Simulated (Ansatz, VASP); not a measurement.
**One calculation of Sb, two programs**

```
Sb
1.0
     3.14998    0.00000    0.00000
     0.00000    3.14998    0.00000
     0.00000    0.00000    3.06025
Sb
1
Direct
  0.50000 0.50000 0.00000
```

Alike in both runs: task relaxation of cell and atoms; functional PBE; k mesh 18 × 18 × 18; occupations gaussian, width 0.1 eV; no spin polarisation.

|  | VASP | Ansatz |
| --- | --- | --- |
| version | VASP 6.6.1 | Ansatz 0.2.0 |
| potentials or method | VASP PAW PBE potentials, release 64 (Sb), cutoff 600 eV | scalar-relativistic, plane waves, PAW |
| valence electrons in the cell | 5 | 15 |

```csv
,VASP,Ansatz,Ansatz less VASP
"gap on the k mesh at the Fermi level, each at its own relaxed structure (eV)",none,none,-
relaxed volume (Å³/atom),30.05,30.06,+0.017
relaxed cell length with the largest relative difference (Å),3.108,3.109,+0.0019
```

A gap of «none» marks a metal or a gap that the smearing closes. VASP's potentials hold 5 valence electrons a cell and Ansatz's 15, so a difference there can come from the potentials and not from the codes.

Neither program's run includes spin-orbit coupling.
